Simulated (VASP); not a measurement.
# CoBi (rocksalt type) in VASP: further runs

CoBi (rocksalt type) is run at these levels: PBE; tasks: electric field gradients.

All numbers are computed with VASP 6.6.1; they aren't measurements. Logs are shortened: lines on timing, memory, paths and dates and some standing lists are left out, and cuts for length are marked.

### 1 The cell of the first run

It takes space group I4/mmm (No. 139, tetragonal). Conventional cell: a = 3.838 Å, b = 3.838 Å, c = 5.347 Å, α = 90.00°, β = 90.00°, γ = 90.00°. Co (site symmetry 4/mmm) has 6 Bi at 2.67 to 2.71 Å within 3.5 Å. Bi (site symmetry 4/mmm) has 6 Co at 2.67 to 2.71 Å within 3.5 Å.

### 2 Electric field gradients, PBE, collinear spin, ferromagnetic start (z stretched by -1 % at fixed volume)

File INCAR:

```
SYSTEM = CoBi
PREC = Accurate
ENCUT = 520
EDIFF = 1E-8
ISMEAR = -1
SIGMA = 0.05
LREAL = .FALSE.
LASPH = .TRUE.
NELM = 150
ALGO = Normal
ISIF = 2
LWAVE = .FALSE.
LCHARG = .FALSE.
ISPIN = 2
MAGMOM = 2 0
LORBIT = 11
LMAXMIX = 4
GGA = PE
LEFG = .TRUE.
NBANDS = 23
```

File KPOINTS:

```
Automatic mesh
0
G
  13 13 13
  0 0 0
```

File POSCAR:

```
CoBi
1.0
    0.0000000000      2.7139376789      2.6733305565
    2.7139376789      0.0000000000      2.6733305565
    2.7139376789      2.7139376789      0.0000000000
Co Bi
1 1
Direct
    0.0000000000      0.0000000000      0.0000000000
    0.5000000000      0.5000000000      0.5000000000
```

Potentials or basis: VASP PAW PBE potentials, release 64 (Co, Bi_d).

Launch:

```bash
> cat potpaw_PBE.64/Co/POTCAR potpaw_PBE.64/Bi_d/POTCAR > POTCAR
> mpirun -np 1 vasp_std > vasp.out
```

OUTCAR:

```text
SYSTEM = CoBi
   PREC = Accurate
   ENCUT = 520
   EDIFF = 1E-8
   ISMEAR = -1
   LREAL = .FALSE.
   LASPH = .TRUE.
   NELM = 150
   ISIF = 2
   ISPIN = 2
   LORBIT = 11
   GGA = PE

 ion  position               nearest neighbor table
   1  0.000  0.000  0.000-   2 2.67   2 2.67   2 2.71   2 2.71   2 2.71   2 2.71
   2  0.500  0.500  0.500-   1 2.67   1 2.67   1 2.71   1 2.71   1 2.71   1 2.71

  LATTYP: Found a body centered tetragonal cell.
 ALAT       =     3.8380874729
 C/A-ratio  =     1.3930534806

  Lattice vectors:

 A1 = (   0.0000000000,  -2.7139376789,  -2.6733305565)
 A2 = (   0.0000000000,   2.7139376789,  -2.6733305565)
 A3 = (   2.7139376789,   0.0000000000,   2.6733305565)

Analysis of symmetry for initial positions (statically):
=====================================================================
 Subroutine PRICEL returns:
 Original cell was already a primitive cell.

 Routine SETGRP: Setting up the symmetry group for a
 body centered tetragonal supercell.

 Subroutine GETGRP returns: Found 16 space group operations
 (whereof 16 operations were pure point group operations)
 out of a pool of 16 trial point group operations.

The static configuration has the point symmetry D_4h.

Analysis of symmetry for dynamics (positions and initial velocities):
=====================================================================
 Subroutine PRICEL returns:
 Original cell was already a primitive cell.

 Routine SETGRP: Setting up the symmetry group for a
 body centered tetragonal supercell.

 Subroutine GETGRP returns: Found 16 space group operations
 (whereof 16 operations were pure point group operations)
 out of a pool of 16 trial point group operations.

The dynamic configuration has the point symmetry D_4h.

Analysis of structural, dynamic, and magnetic symmetry:
=====================================================================
 Subroutine PRICEL returns:
 Original cell was already a primitive cell.

 Routine SETGRP: Setting up the symmetry group for a
 body centered tetragonal supercell.

 Subroutine GETGRP returns: Found 16 space group operations
 (whereof 16 operations were pure point group operations)
 out of a pool of 16 trial point group operations.

The overall configuration has the point symmetry D_4h.

 Subroutine INISYM returns: Found 16 space group operations
 (whereof 16 operations are pure point group operations),
 and found     1 'primitive' translations

----------------------------------------------------------------------------------------

                                     Primitive cell

  volume of cell :      39.3806

  direct lattice vectors                    reciprocal lattice vectors
     0.000000000  2.713937679  2.673330556    -0.184234149  0.184234149  0.187032613
     2.713937679  0.000000000  2.673330556     0.184234149 -0.184234149  0.187032613
     2.713937679  2.713937679  0.000000000     0.184234149  0.184234149 -0.187032613

  length of vectors
     3.809482116  3.809482116  3.838087473     0.320726741  0.320726741  0.320726741

  position of ions in fractional coordinates (direct lattice)
     0.000000000  0.000000000  0.000000000
     0.500000000  0.500000000  0.500000000

  ion indices of the primitive-cell ions
   primitive index   ion index
                 1           1
                 2           2

----------------------------------------------------------------------------------------

 KPOINTS: Automatic mesh

Automatic generation of k-mesh.
 Grid dimensions read from file:
 generate k-points for:   13   13   13

 Generating k-lattice:

  Cartesian coordinates                     Fractional coordinates (reciprocal lattice)
    -0.014171858  0.014171858  0.014387124     0.076923077  0.000000000  0.000000000
     0.014171858 -0.014171858  0.014387124     0.000000000  0.076923077  0.000000000
[... 55 lines left out ...]
   LASPH  =      T    aspherical Exc in radial PAW
   ENCUT  =  520.0 eV  38.22 Ry    6.18 a.u.   7.08  7.08  7.14*2*pi/ulx,y,z
   NELM   =    150;   NELMIN=  2; NELMDL= -5     # of ELM steps
   EDIFF  = 0.1E-07   stopping-criterion for ELM
   LREAL  =      F    real-space projection
   EDIFFG = 0.1E-06   stopping-criterion for IOM
   NSW    =      0    number of steps for IOM
   IBRION =     -1    ionic relax: 0-MD 1-quasi-New 2-CG
   NFREE  =      0    steps in history (QN), initial steepest desc. (CG)
   ISIF   =      2    stress and relaxation
   ISYM   =      2    0-nonsym 1-usesym 2-fastsym
   POTIM  = 0.5000    time-step for ionic-motion
   TEBEG  =    0.0;   TEEND  =   0.0 temperature during run
   PSTRESS=    0.0 pullay stress
   NELECT =      24.0000    total number of electrons
   NUPDOWN=      -1.0000    fix difference up-down
   EMIN   =  10.00;   EMAX   =-10.00  energy-range for DOS
   EFERMI =   0.00;   METHOD = LEGACY
   ISMEAR =    -1;   SIGMA  =   0.05  broadening in eV -4-tet -1-fermi 0-gaus
   EFERMI_NEDOS =   21; number of points for ismear=-14 and -15
   IALGO  =     38    algorithm
   IMIX   =      4    mixing-type and parameters
     AMIX     =   0.40;   BMIX     =  1.00
     AMIX_MAG =   1.60;   BMIX_MAG =  1.00
  volume/ion in A,a.u.               =      19.69       132.88
  Fermi-wavevector in a.u.,A,eV,Ry     =   1.387984  2.622909 26.211616  1.926499
  Thomas-Fermi vector in A             =   2.512153
   LORBIT       =     11    0 simple, 1 ext, 2 COOP (PROOUT), +10 PAW based schemes
   GGA     = PE    functional components
   LHFCALC =     F    Hartree Fock is set to
   AEXX    =    0.0000 exact exchange contribution
   IVDW    =     0    specifies the selected vdW correction
   LEPSILON=     F    determine dielectric tensor
   LRPA    =     F    only Hartree local field effects (RPA)
 spin polarized calculation
  energy-cutoff  :      520.00
  volume of cell :       39.38
 maximum number of plane-waves:      1073
   NGX = 15   NGY = 15   NGZ = 15

 number of electron      23.9999999 magnetization       0.5374167

 Free energy of the ion-electron system (eV)
  ---------------------------------------------------
  ext. energy  EPLUGINS =         0.00000000
  ---------------------------------------------------
  free energy    TOTEN  =        -9.84563479 eV

  energy without entropy =       -9.82924867  energy(sigma->0) =       -9.83744173

 E-fermi :   8.9536     XC(G=0): -11.4376

 val. band max:        8.9529845819   @ k =  -0.1538   0.3846   0.3077
 cond. band min:       8.9583460623   @ k =  -0.3846   0.3846   0.2308
 fundamental gap:      0.0053614804
 Fermi energy:         8.9536414810

 spin component 1

 k-point     1 :       0.0000    0.0000    0.0000
  band No.  band energies     occupation
      1     -13.6651      1.00000
      2     -13.6642      1.00000
      3     -13.6313      1.00000
      4     -13.6313      1.00000
      5     -13.6294      1.00000
      6      -4.0900      1.00000
[... 613 lines left out ...]
     22      25.5381      0.00000
     23      26.1972      0.00000

 [... further k-points ...]

 spin component 2

 k-point     1 :       0.0000    0.0000    0.0000
  band No.  band energies     occupation
      1     -13.6687      1.00000
      2     -13.6672      1.00000
      3     -13.6359      1.00000
      4     -13.6359      1.00000
      5     -13.6340      1.00000
      6      -4.1111      1.00000
[... 613 lines left out ...]
     22      25.5485      0.00000
     23      26.2274      0.00000

 [... further k-points ...]
[... 5 lines left out ...]
  --------------------------------------------------------------------------------------
  -------------------------------------------------------------------------------------
  Total       -0.1566298     -0.1566298      0.2943793      0.0000000      0.0000000     -0.0000000
  in kB       -6.3723928     -6.3723928     11.9766508      0.0000000      0.0000000     -0.0000000
  external PRESSURE =      -0.2560449 kB  Pullay stress =       0.0000000 kB

 VOLUME and BASIS-vectors are now :
 -----------------------------------------------------------------------------
  energy-cutoff  :      520.00
  volume of cell :       39.38
      direct lattice vectors                 reciprocal lattice vectors
     0.000000000  2.713937679  2.673330556    -0.184234149  0.184234149  0.187032613
     2.713937679  0.000000000  2.673330556     0.184234149 -0.184234149  0.187032613
     2.713937679  2.713937679  0.000000000     0.184234149  0.184234149 -0.187032613

 POSITION                                       TOTAL-FORCE (eV/Angst)
 -----------------------------------------------------------------------------------
      0.00000      0.00000      0.00000        -0.000000      0.000000      0.000000
      2.71394      2.71394      2.67333         0.000000     -0.000000      0.000000
 -----------------------------------------------------------------------------------
    total drift:                                0.000000      0.000000      0.000000

  FREE ENERGIE OF THE ION-ELECTRON SYSTEM (eV)
  ---------------------------------------------------
  free  energy   TOTEN  =        -9.8456347941 eV

  energy  without entropy=       -9.8292486723  energy(sigma->0) =       -9.83744173

 Electric field gradients (V/A^2)
---------------------------------------------------------------------
 ion       V_xx      V_yy      V_zz      V_xy      V_xz      V_yz
---------------------------------------------------------------------
   1       1.564     1.564    -3.127    -0.003    -0.000    -0.000
   2      27.481    27.481   -54.962     0.002    -0.002    -0.002
---------------------------------------------------------------------

 Electric field gradients after diagonalization (V/A^2)
 (convention: |V_zz| > |V_xx| > |V_yy|)
----------------------------------------------------------------------
 ion       V_xx      V_yy      V_zz     asymmetry (V_yy - V_xx)/ V_zz
----------------------------------------------------------------------
   1       1.566     1.561    -3.127       0.002
   2      27.483    27.479   -54.962       0.000
----------------------------------------------------------------------

           NMR quadrupolar parameters

 Cq : quadrupolar parameter    Cq=e*Q*V_zz/h
 eta: asymmetry parameters     (V_yy - V_xx)/ V_zz
 Q  : nuclear electric quadrupole moment in mb (millibarn)
----------------------------------------------------------------------
 ion       Cq(MHz)       eta       Q (mb)
----------------------------------------------------------------------
   1      -0.008       0.002       1.000
   2      -0.133       0.000       1.000
----------------------------------------------------------------------

 total charge

# of ion       s       p       d       tot
------------------------------------------
    1        0.398   0.282   7.486   8.166
    2        1.459   1.487   9.948  12.894
--------------------------------------------------
tot          1.857   1.769  17.434  21.060

 magnetization (x)

# of ion       s       p       d       tot
------------------------------------------
    1        0.023   0.002   0.558   0.583
    2        0.010  -0.047   0.006  -0.031
--------------------------------------------------
tot          0.034  -0.045   0.563   0.552
```

Run time: 5.8 min. Hardware: 1 thread of Intel Xeon Platinum 8259CL at 2.50GHz (Skylake/Cascade Lake), shared host; peak memory 0.38 GiB.

Results:

```yaml
Free_energy: -9.8456 eV
Pressure: 0.0 GPa
Net_moment: 0.54 μB per cell
Site_moments: Co +0.58; Bi -0.03 μB
Largest_electric_field_gradient_by_atom: Co -3.1; Bi -55.0 V/Å²
Valence_electrons_inside_the_program's_atomic_spheres: Co 8.17; Bi 12.89
```

Stress tensor (GPa, compression positive):
```
-0.64  0.00  0.00
 0.00 -0.64  0.00
 0.00  0.00  1.20
```

Electric field gradients, principal values (V/Å²):
```tsv
atom	least	middle	greatest (by size)
1 Co	1.561	1.566	-3.127
2 Bi	27.479	27.483	-54.962
```

Caveat: without QUAD_EFG the Cq values of the log hold for a quadrupole moment of 1 mb, not for the nuclei; spin-orbit coupling is left out, which moves the levels of the heavy elements.

[end of part 1 of 2]
